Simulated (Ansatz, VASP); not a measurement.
## One calculation of Ir, two programs

The input INCAR:

```
PREC = Accurate ; ENCUT = 520
EDIFF = 1E-6 ; ISMEAR = 0
SIGMA = 0.15 ; LREAL = False
LASPH = True ; NELM = 100
ALGO = Fast ; ISIF = 2
LWAVE = False ; LCHARG = False
GGA = PS ; NBANDS = 36
```

The input KPOINTS:

```
Automatic mesh
0
Gamma
  20 20 4
```

POSCAR

```
Ir
1.0
    1.9197000000     -1.9197000000      0.0000000000
    1.9197000000      0.0000000000     -1.9197000000
   10.2768762114     10.2768762114     10.2768762114
Ir
6
Direct
    0.6666666667      0.6666666667      0.0622535493
    0.0000000000      0.0000000000      0.6849135744
    0.3333333333      0.3333333333      0.1867855543
    0.6666666667      0.6666666667      0.4358495644
    0.0000000000      0.0000000000      0.3113175594
    0.3333333333      0.3333333333      0.5603815694
```

Input for Ansatz:

```yaml
crystal:
  lattice:
    - [1.9197, -1.9197, 0.0]
    - [1.9197, 0.0, -1.9197]
    - [10.2768762114, 10.2768762114, 10.2768762114]
  atoms:
    - { symbol: Ir, position: [0.6666666667, 0.6666666667, 0.0622535493] }
    - { symbol: Ir, position: [0.0, 0.0, 0.6849135744] }
    - { symbol: Ir, position: [0.3333333333, 0.3333333333, 0.1867855543] }
    - { symbol: Ir, position: [0.6666666667, 0.6666666667, 0.4358495644] }
    - { symbol: Ir, position: [0.0, 0.0, 0.3113175594] }
    - { symbol: Ir, position: [0.3333333333, 0.3333333333, 0.5603815694] }
basis:
  ecutwfc: 420
kpoints:
  mp_grid: { grid: [20, 20, 4] }
hamiltonian:
  xc: pbesol
scf:
  occupations: { method: gaussian, width: 0.15 }
output:
  forces: true
  stress: true
  eigenvalues: true
```

Alike in both runs: task single point; functional PBEsol; k mesh 20 × 20 × 4; occupations gaussian, width 0.15 eV; no spin polarisation.

|  | VASP | Ansatz |
| --- | --- | --- |
| version | VASP 6.6.1 | Ansatz 0.2.0 |
| potentials or method | VASP PAW PBE potentials, release 64 (Ir), cutoff 520 eV | scalar-relativistic, plane waves, PAW |
| valence electrons in the cell | 54 | 102 |

Ansatz gave:

| Quantity | Value |
| --- | --- |
| gap on the k mesh at the Fermi level (eV) | none |
| rms of the force components (eV/Å) | 0.243 |

**Question.** Which values does VASP return?

**Answer.** gap on the k mesh at the Fermi level (eV): none; rms of the force components (eV/Å): 0.231.

VASP's potentials were made for PBE, not for PBEsol. Atom by atom the forces differ by 0.014 eV/Å (rms over components). A gap of «none» marks a metal or a gap that the smearing closes. VASP's potentials hold 54 valence electrons a cell and Ansatz's 102, so a difference there can come from the potentials and not from the codes.

Spin-orbit coupling is off throughout.
